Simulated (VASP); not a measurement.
Write the native input for VASP 6.6.1 that does the following.

```
Task                   : single point
Functional             : PBEsol
Potentials or basis    : VASP PAW PBE potentials, release 64 (Ba_sv)
Cutoff                 : 520 eV
k mesh                 : 5 × 5 × 5
Occupations            : methfessel-paxton, width 0.02 eV
Spin                   : no spin polarisation
Dipole correction      : no
Further INCAR settings : ALGO = Normal; EDIFF = 1e-06; NBANDS = 11
```

The structure of Ba lies in POSCAR:

```
Ba
1.0
   -2.4237575037      2.4237575037      2.4237575037
    2.4237575037     -2.4237575037      2.4237575037
    2.4237575037      2.4237575037     -2.4237575037
Ba
1
Direct
    0.0000000000      0.0000000000      0.0000000000
```

These files were run (other wordings do the same):

INCAR

```
SYSTEM = Ba
  PREC = Accurate
  ENCUT = 520
  EDIFF = 1E-6
  ISMEAR = 1
  SIGMA = 0.02
  LREAL = .False.
  LASPH = .True.
  NELM = 60
  ALGO = Normal
  ISIF = 2
  LWAVE = .False.
  LCHARG = .False.
  GGA = PS
  NBANDS = 11
```

KPOINTS

```
Automatic mesh
0
Gamma
  5 5 5
  0 0 0
```

Potentials or basis: VASP PAW PBE potentials, release 64 (Ba_sv).

The run is started by

```console
$ cat potpaw_PBE.64/Ba_sv/POTCAR > POTCAR
$ mpirun -np 1 vasp_std > vasp.out
```

Results of the run:

- Pressure: 0.1 GPa
- Band gap on the k mesh: zero (band 5 reaches 2.21 eV, above the bottom of band 6 at 1.46 eV)

Caveat: the k points lie up to 0.37 Å⁻¹ apart; the PAW data sets were made with another functional, which shifts forces and pressure a little; spin-orbit coupling is left out, which moves the levels of the heavy elements.

It took 3.3 s on 1 thread of Intel(R) Xeon(R) 6975P-C (Granite Rapids), on a shared host, peak memory 0.17 GiB.
